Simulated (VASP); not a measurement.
Input of a VASP 6.6.1 run:

INCAR

```
SYSTEM = Mg
PREC = Accurate
ENCUT = 600
EDIFF = 1E-7
ISMEAR = -1
SIGMA = 0.05
LREAL = .FALSE.
LASPH = .TRUE.
NELM = 120
ALGO = Normal
ISIF = 3
LWAVE = .FALSE.
LCHARG = .FALSE.
IBRION = 2
NSW = 80
EDIFFG = -0.02
GGA_COMPAT = .FALSE.
NELMIN = 4
```

Contents of KPOINTS:

```
Automatic mesh
0
G
  8 8 8
  0 0 0
```

File POSCAR:

```
Mg
1.0
    2.9672250165      0.0000000000      0.0000000000
    0.0000000000      2.9672250165      0.0000000000
    0.0000000000      0.0000000000      2.9672250165
Mg
1
Direct
    0.0000000000      0.0000000000      0.0000000000
```

Potentials or basis: VASP PAW LDA potentials, release 64 (Mg).

Run with:

```sh
$ cat potpaw_LDA.64/Mg/POTCAR > POTCAR
$ mpirun -np 1 vasp_std > vasp.out
```

Q: What does it give for the relaxed volume?

A: 25.97 Å³/atom.

Q: What does it give for the space group after relaxing (to 0.1 Å)?

A: Pm-3m (No. 221).

Step by step:
```tsv
step	energy change (eV)	largest force (eV/Å)	pressure (GPa)	volume (Å³)
1	0.0000	0.0000	-0.26	26.12
2	-0.0002	0.0000	-0.12	25.97
```
